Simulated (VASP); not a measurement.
Set up this calculation in VASP 6.6.1, as the native input.

```
Task                   : single point
Functional             : PBE
Potentials or basis    : VASP PAW PBE potentials, release 64 (Pb_d, Se)
Cutoff                 : 520 eV
k mesh                 : 10 × 10 × 10
Occupations            : fermi-dirac, width 0.03 eV
Spin                   : no spin polarisation
Dipole correction      : no
Further INCAR settings : ALGO = Normal; EDIFF = 1e-06; NBANDS = 17
```

The structure of PbSe (rocksalt type) lies in POSCAR:

```
PbSe
1.0
    0.0000000000      3.0552737774      3.0552737774
    3.0552737774      0.0000000000      3.0552737774
    3.0552737774      3.0552737774      0.0000000000
Pb Se
1 1
Direct
    0.0000000000      0.0000000000      0.0000000000
    0.5000000000      0.5000000000      0.5000000000
```

The input as run:

INCAR

```
SYSTEM = PbSe
  ALGO = Normal
  EDIFF = 1E-6
  ENCUT = 520
  GGA = PE
  ISIF = 2
  ISMEAR = -1
  LASPH = .TRUE.
  LCHARG = .TRUE.
  LELF = .TRUE.
  LREAL = .FALSE.
  LVHAR = .TRUE.
  LWAVE = .FALSE.
  NBANDS = 17
  NELM = 80
  PREC = Accurate
  SIGMA = 0.03
```

KPOINTS

```
k-points
0
G
  10 10 10
  0 0 0
```

Potentials or basis: VASP PAW PBE potentials, release 64 (Pb_d, Se).

Command:

```console
$ cat potpaw_PBE.64/Pb_d/POTCAR potpaw_PBE.64/Se/POTCAR > POTCAR
$ mpirun -np 1 vasp_std > vasp.out
```

Results of the run:

```yaml
Pressure: 2.7 GPa
Band_gap_on_the_k_mesh: 0.27 eV
```

Caveat: spin-orbit coupling is left out, which moves the levels of the heavy elements.

Run time: 40 s on 1 thread of Intel Xeon 8259CL, on a shared host, peak memory 0.2 GiB.
